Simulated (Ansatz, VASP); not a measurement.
## One calculation of Hf, two programs

```
Hf
1.0
    -1.77266    1.77266    1.77266
     1.77266   -1.77266    1.77266
     1.77266    1.77266   -1.77266
Hf
1
Cartesian
  0.0000 0.0000 0.0000
```

Alike in both runs: functional PBE; k mesh 16 × 16 × 16; occupations fermi-dirac, width 0.05 eV; no spin polarisation.

Ansatz relaxed the structure, and its values are those at the end. VASP's run is a single point on that final structure, the one shown.

|  | VASP | Ansatz |
| --- | --- | --- |
| version | VASP 6.6.1 | Ansatz 0.2.0 |
| potentials or method | VASP PAW PBE potentials, release 64 (Hf_pv) | PAW with Ansatz's default frozen-core files, scalar-relativistic |
| plane-wave cutoff (eV) | 520 | 420 |
| valence electrons in the cell | 10 | 26 |

|  | VASP | Ansatz | Ansatz less VASP |
| --- | --- | --- | --- |
| pressure (GPa) | -0.4 | 0.0 | +0.33 |

VASP's potentials hold 10 valence electrons a cell and Ansatz's 26, so a difference there can come from the potentials and not from the codes.

Neither program's run includes spin-orbit coupling.
